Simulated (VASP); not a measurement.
A run of VASP 6.6.1:

Contents of POSCAR:

```
SnO
1.0
    3.8092992235      0.0000000000      0.0000000000
    0.0000000000      4.9364621609      0.0000000000
    0.0000000000      0.0000000000      3.8066786573
Sn O
2 2
Direct
    0.0000000000      0.2323679859      0.3749975655
    0.5000000000      0.7676320141     -0.1250024345
    0.0000000000      0.9998743752      0.8750034345
    0.5000000000      0.0001256248      0.3750034345
```

The input INCAR.step1:

```
ALGO     = Normal         # electronic algorithm
EDIFF    = 1E-4           # SCF threshold, eV
ENCUT    = 520            # plane-wave cutoff, eV
GGA      = PE             # functional
ISMEAR   = 0              # smearing method
LASPH    = True           # aspherical terms in the spheres
LCHARG   = False          # write CHGCAR
LREAL    = False          # projectors in reciprocal space
LWAVE    = True           # write WAVECAR
NBANDS   = 28             # bands
NELM     = 100            # most SCF steps
PREC     = Accurate       # precision mode
SIGMA    = 0.02           # smearing width, eV
```

File INCAR.step2:

```
ALGO     = Normal         # electronic algorithm
EDIFF    = 1E-7           # SCF threshold, eV
ENCUT    = 520            # plane-wave cutoff, eV
ISIF     = 2              # what is computed and relaxed
ISMEAR   = 0              # smearing method
ISTART   = 1            
LASPH    = True           # aspherical terms in the spheres
LCHARG   = False          # write CHGCAR
LMIXTAU  = True         
LREAL    = False          # projectors in reciprocal space
LWAVE    = False          # write WAVECAR
METAGGA  = R2SCAN         # meta-GGA
NBANDS   = 28             # bands
NELM     = 100            # most SCF steps
PREC     = Accurate       # precision mode
SIGMA    = 0.02           # smearing width, eV
```

File KPOINTS:

```
k-points
0
Gamma
  8 6 6
```

Potentials or basis: VASP PAW PBE potentials, release 64 (Sn_d, O).

Command:

```sh
$ cat potpaw_PBE.64/Sn_d/POTCAR potpaw_PBE.64/O/POTCAR > POTCAR
$ cp INCAR.step1 INCAR
$ mpirun -np 1 vasp_std > vasp.out
$ cp INCAR.step2 INCAR
$ mpirun -np 1 vasp_std > vasp.out
```

Hardware: 1 thread of Intel Xeon 6975P-C, with other jobs on the host.

Question: How long does it take, and how much memory?

Answer: It took 7.1 min on 1 thread of Intel Xeon 6975P-C, with other jobs on the host, peak memory 0.27 GiB. Counts: k points 80.
